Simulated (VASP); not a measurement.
Runs of VASP 6.6.1 on FeNi3. The structure is that of space group Pm-3m (No. 221), or close to it. The cells are those of the table. 

```tsv
task	level	cell	cutoff (eV)	gap on the mesh (eV)	pressure (GPa)	moment (μB)
single point	PBE	a = 3.546 Å, 4 atoms	520	none	0.1	4.88
relaxation of cell and atoms	RPBE	relaxed from a = 3.545 Å, 4 atoms	600	none	-0.1	4.93
single point	PBEsol	a = 3.491 Å, 4 atoms	520	none	0.0	(a)
single point	revPBE+D3(BJ)	a = 3.496 Å, 4 atoms	520	none	-0.1	(b)
single point	RPBE	a = 3.580 Å, 4 atoms	520	none	0.2	4.93
```

Alike in all rows: potentials or basis VASP PAW PBE potentials, release 64 (Fe, Ni); spin collinear, ferromagnetic start; k mesh 6 × 6 × 6; smearing fermi-dirac 0.1 eV.

Estimate the missing entries.

(a) 4.82; (b) 4.85.

Caveats: the PAW data sets were made with another functional, which shifts forces and pressure a little (at least some runs).

A gap of «none» marks levels without a gap at the run's occupations.
